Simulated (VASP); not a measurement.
Crystal: HfSiO4.

```
Hf Si O
1.0
    -3.27670    3.27670    2.98225
     3.27670   -3.27670    2.98225
     3.27670    3.27670   -2.98225
Hf Si O
2 2 8
Direct
  0.00000 0.00000 0.00000
  0.75000 0.25000 0.50000
  0.25000 0.75000 0.50000
  0.50000 0.50000 0.00000
  0.13409 0.31920 0.81489
  0.06920 0.75431 0.68511
  0.06920 0.38409 0.31489
  0.50431 0.31920 0.18511
  0.68080 0.49569 0.81489
  0.61591 0.93080 0.68511
  0.24569 0.93080 0.31489
  0.68080 0.86591 0.18511
```

* Program: VASP 6.6.1
* Task: relaxation of cell and atoms
* Functional: LDA
* Potentials or basis: VASP PAW LDA potentials, release 64 (Hf_pv, Si, O)
* Cutoff: 600 eV
* k mesh: 6 × 6 × 6
* Occupations: gaussian, width 0.02 eV
* Spin: no spin polarisation

At the start: pressure -5.3 GPa; volume 10.67 Å³/atom.

Q: How do energy, volume and symmetry change on relaxing?

A: Over 12 steps the energy falls by 5.1 meV/atom and the volume is 10.43 Å³/atom (-2.3 %); space group I4_1/amd (No. 141, to 0.1 Å) before and after.

The path:
```csv
step,energy change (eV),largest force (eV/Å),pressure (GPa),volume (Å³)
1,0.0000,0.2914,-5.33,128.08
2,0.0238,0.0763,7.74,121.60
3,-0.0596,0.1391,0.43,125.05
4,-0.0596,0.1453,0.21,125.11
5,-0.0580,0.2184,-0.66,125.31
6,-0.0612,0.0399,-0.15,125.19
7,-0.0615,0.0200,0.10,125.07
8,-0.0615,0.0139,0.21,125.03
9,-0.0617,0.0035,-0.03,125.16
10,-0.0617,0.0012,0.02,125.14
11,-0.0617,0.0016,0.02,125.14
12,-0.0617,0.0003,-0.01,125.16
```

Final structure:
```cif
data_structure
_symmetry_space_group_name_H-M 'P 1'
_symmetry_Int_Tables_number 1
_cell_length_a 5.4686
_cell_length_b 5.4686
_cell_length_c 5.4686
_cell_angle_alpha 107.017
_cell_angle_beta 107.017
_cell_angle_gamma 114.499
_cell_volume 125.16
loop_
_atom_site_label
_atom_site_type_symbol
_atom_site_fract_x
_atom_site_fract_y
_atom_site_fract_z
_atom_site_occupancy
Hf1 Hf 0.00000 0.00000 0.00000 1
Hf2 Hf 0.75000 0.25000 0.50000 1
Si1 Si 0.25000 0.75000 0.50000 1
Si2 Si 0.50000 0.50000 0.00000 1
O1 O 0.13199 0.31751 0.81448 1
O2 O 0.06751 0.75302 0.68552 1
O3 O 0.06751 0.38199 0.31448 1
O4 O 0.50302 0.31751 0.18552 1
O5 O 0.68249 0.49698 0.81448 1
O6 O 0.61801 0.93249 0.68552 1
O7 O 0.24698 0.93249 0.31448 1
O8 O 0.68249 0.86801 0.18552 1
```
